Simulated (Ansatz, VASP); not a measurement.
# One calculation of Sn, two programs

```xyz
2
Lattice="0.0000 3.2835 3.2835 3.2835 0.0000 3.2835 3.2835 3.2835 0.0000" Properties=species:S:1:pos:R:3 pbc="T T T"
Sn    3.2835    3.2835    3.2835
Sn    4.9253    4.9253    4.9253
```

Alike in both runs: functional r2SCAN; k mesh 14 × 14 × 14; occupations gaussian, width 0.1 eV; no spin polarisation.

Ansatz relaxed the structure, and its values are those at the end. VASP's run is a single point on that final structure, the one shown.

|  | VASP | Ansatz |
| --- | --- | --- |
| version | VASP 6.6.1 | Ansatz 0.2.0 |
| potentials or method | VASP PAW PBE potentials, release 64 (Sn_d), cutoff 520 eV | scalar-relativistic, plane waves, PAW |
| valence electrons in the cell | 28 | 28 |

Ansatz gave:

```
gap on the k mesh at the Fermi level (eV) : none
pressure (GPa)                            : 0.0
```

Question: Which values does VASP return?

Answer: gap on the k mesh at the Fermi level (eV): none; pressure (GPa): -0.1.

VASP's potentials were made for PBE, not for r2SCAN. A gap of «none» marks a metal or a gap that the smearing closes.
